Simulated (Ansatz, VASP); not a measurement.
One calculation of W, two programs

The input INCAR:

```
SYSTEM = W
  ALGO = Fast
  EDIFF = 1E-7
  ENCUT = 520
  GGA = PS
  ISIF = 2
  ISMEAR = 0
  LASPH = .TRUE.
  LCHARG = .TRUE.
  LELF = .TRUE.
  LREAL = .FALSE.
  LVHAR = .TRUE.
  LWAVE = .FALSE.
  NBANDS = 13
  NELM = 60
  PREC = Accurate
  SIGMA = 0.15
```

Contents of KPOINTS:

```
k-points
0
G
  20 20 20
  0 0 0
```

POSCAR

```
W
1.0
   -1.5793303750      1.5973000000      1.5793303750
    1.6152696250     -1.5973000000      1.6152696250
    1.5793303750      1.5973000000     -1.5793303750
W
1
Direct
    0.0000000000      0.0000000000      0.0000000000
```

Input for Ansatz:

```yaml
crystal:
  lattice:
    - [-1.579330375, 1.5973, 1.579330375]
    - [1.615269625, -1.5973, 1.615269625]
    - [1.579330375, 1.5973, -1.579330375]
  atoms:
    - { symbol: W, position: [0.0, 0.0, 0.0] }
basis:
  ecutwfc: 420
kpoints:
  mp_grid: { grid: [20, 20, 20] }
hamiltonian:
  xc: pbesol
scf:
  occupations: { method: gaussian, width: 0.15 }
output:
  forces: true
  stress: true
  eigenvalues: true
```

Change from the starting cell: strain +0.0225 x Voigt [0, 0, 0, 0, 1, 0], atoms carried along.

Alike in both runs: task single point; functional PBEsol; k mesh 20 × 20 × 20; occupations gaussian, width 0.15 eV; no spin polarisation.

|  | VASP | Ansatz |
| --- | --- | --- |
| version | VASP 6.6.1 | Ansatz 0.2.0 |
| potentials or method | VASP PAW PBE potentials, release 64 (W_sv), cutoff 520 eV | scalar-relativistic, plane waves, PAW |
| valence electrons in the cell | 14 | 14 |

|  | VASP | Ansatz | Ansatz less VASP |
| --- | --- | --- | --- |
| gap on the k mesh at the Fermi level (eV) | none | none | - |
| pressure (GPa) | -10.8 | -11.3 | -0.50 |
| traceless stress, the component that is largest in VASP (GPa) | -3.14 | -3.09 | +0.048 |

VASP's potentials were made for PBE, not for PBEsol. A gap of «none» marks a metal or a gap that the smearing closes.

Spin-orbit coupling is off throughout.
